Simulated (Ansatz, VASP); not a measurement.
## Ga3N2: VASP beside Ansatz

```xyz
5
Lattice="4.4626 0.0000 0.0000 0.0000 4.4626 0.0000 0.0000 0.0000 4.4626" Properties=species:S:1:pos:R:3 pbc="T T T"
Ga    0.0000    2.2313    2.2313
Ga    2.2313    0.0000    2.2313
Ga    2.2313    2.2313    0.0000
N     0.0000    0.0000    0.0000
N     2.2313    2.2313    2.2313
```

Alike in both runs: task relaxation of cell and atoms; functional PBE; k mesh 4 × 4 × 4; occupations gaussian, width 0.1 eV; no spin polarisation.

|  | VASP | Ansatz |
| --- | --- | --- |
| version | VASP 6.6.1 | Ansatz 0.2.0 |
| potentials or method | VASP PAW PBE potentials, release 64 (Ga_d, N), cutoff 600 eV | scalar-relativistic, plane waves, PAW |
| valence electrons in the cell | 49 | 49 |

Ansatz gave:

* gap on the k mesh at the Fermi level, each at its own relaxed structure (eV): none
* relaxed volume (Å³/atom): 14.60
* relaxed cell length with the largest relative difference (Å): 4.180

Task: Which values does VASP return?

Result: gap on the k mesh at the Fermi level, each at its own relaxed structure (eV): none; relaxed volume (Å³/atom): 14.61; relaxed cell length with the largest relative difference (Å): 4.180.

A gap of «none» marks a metal or a gap that the smearing closes.

Noted on VASP's run: the volume moved by over 15 % at a fixed basis, so the end points are rough.
